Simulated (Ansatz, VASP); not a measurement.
**Au in VASP and in Ansatz**

```xyz
1
Lattice="-1.6523 1.6523 1.6523 1.6523 -1.6523 1.6523 1.6523 1.6523 -1.6523" Properties=species:S:1:pos:R:3 pbc="T T T"
Au    0.0000    0.0000    0.0000
```

Alike in both runs: task single point; functional PBE; k mesh 8 × 8 × 8; occupations gaussian, width 0.05 eV; no spin polarisation.

```csv
,VASP,Ansatz
version,VASP 6.6.1,Ansatz 0.2.0
potentials or method,"VASP PAW PBE potentials, release 64 (Au), cutoff 520 eV","scalar-relativistic, plane waves, PAW"
valence electrons in the cell,11,19
```

|  | VASP | Ansatz | Ansatz less VASP |
| --- | --- | --- | --- |
| gap on the k mesh at the Fermi level (eV) | none | none | - |
| pressure (GPa) | -0.3 | -0.2 | +0.08 |

A gap of «none» marks a metal or a gap that the smearing closes. VASP's potentials hold 11 valence electrons a cell and Ansatz's 19, so a difference there can come from the potentials and not from the codes.

Neither program's run includes spin-orbit coupling.
